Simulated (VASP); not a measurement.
Runs of VASP 6.6.1 on Hg. The structure is that of space group Fd-3m (No. 227), or close to it. The cells are those of the table. 

```csv
task,cell,cutoff (eV),gap on the mesh (eV),pressure (GPa)
single point,"a = 3.981 Å, angles 60.0°, 2 atoms",520,none,43.5
relaxation of cell and atoms,"relaxed from a = 4.412 Å, angles 60.0°, 2 atoms",600,none,0.1
single point,"a = 4.564 Å, angles 60.0°, 2 atoms",520,none,0.4
relaxation of cell and atoms,"relaxed to 60 GPa from a = 4.412 Å, angles 60.0°, 2 atoms",600,none,60.0
single point,"a = 4.143 Å, angles 60.0°, 2 atoms",520,none,(a)
relaxation of cell and atoms,"relaxed to 20 GPa from a = 4.412 Å, angles 60.0°, 2 atoms",600,none,20.0
single point,"a = 3.879 Å, angles 60.0°, 2 atoms",520,none,64.9
relaxation of cell and atoms,"relaxed to 40 GPa from a = 4.412 Å, angles 60.0°, 2 atoms",600,none,39.9
```

Alike in all rows: level LDA; potentials or basis VASP PAW LDA potentials, release 64 (Hg); no spin polarisation; k mesh 6 × 6 × 6; smearing fermi-dirac 0.1 eV.

Problem. Fill in the values left out.

Solution. (a) 21.9.

Caveats: spin-orbit coupling is left out, which moves the levels of the heavy elements; the cell is relaxed towards a set pressure, so the enthalpy falls and the energy may rise (some runs).

A k mesh can miss the band edges, and the runs leave out spin-orbit coupling on Hg.

A gap of «none» marks levels without a gap at the run's occupations.
